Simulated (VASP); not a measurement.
# SnSe2 (1T): single point with LDA

SnSe2 (1T):

```
CELL_PARAMETERS angstrom
3.60607 0.00000 0.00000
-1.80303 3.12294 0.00000
0.00000 0.00000 5.14739
ATOMIC_POSITIONS crystal
Sn 0.00000 0.00000 0.00000
Se 0.33333 0.66667 0.30712
Se 0.66667 0.33333 0.69288
```

```
Program                : VASP 6.6.1
Task                   : single point
Functional             : LDA
Potentials or basis    : VASP PAW LDA potentials, release 64 (Sn_d, Se)
Cutoff                 : 520 eV
k mesh                 : 18 × 18 × 10
Occupations            : gaussian, width 0.05 eV
Spin                   : no spin polarisation
Dipole correction      : no
Further INCAR settings : ALGO = Normal; EDIFF = 1e-06; NBANDS = 20
```

| Quantity | Value |
| --- | --- |
| Pressure | 20.4 GPa |
| Largest force | 0.020 eV/Å |
| Band gap on the k mesh | zero (band 13 reaches 8.86 eV, above the bottom of band 14 at 7.32 eV) |

Forces on the atoms (eV/Å):
```
Sn   0.000  0.000  0.000
Se   0.000  0.000  0.020
Se   0.000  0.000 -0.020
```

Stress tensor (GPa, compression positive):
```
20.39  0.00  0.00
 0.00 20.39  0.00
 0.00  0.00 20.50
```

Levels at points of the mesh, in eV from the Fermi level:
| k point | band 10 | band 11 | band 12 | band 13 | band 14 | band 15 | band 16 | band 17 |
| --- | --- | --- | --- | --- | --- | --- | --- | --- |
| (0.00, 0.00, 0.00) | -1.81 | -1.24 | -1.24 | -0.22 | 1.00 | 2.92 | 4.64 | 4.64 |
| (0.50, 0.00, 0.00) | -5.25 | -4.32 | -4.09 | -0.41 | 1.76 | 3.01 | 3.05 | 3.66 |
| (0.00, 0.00, 0.50) | -2.06 | -2.06 | -0.58 | -0.58 | 2.54 | 3.34 | 3.34 | 3.54 |
| (0.50, 0.00, 0.50) | -2.99 | -2.90 | -2.63 | -2.32 | 1.14 | 2.90 | 4.15 | 5.43 |

Wall time 5.9 min on 1 thread of AMD EPYC 7R13 Processor (Zen 3), on a shared host, peak memory 0.41 GiB.

Caveat: spin-orbit coupling is left out, which moves the levels of the heavy elements.
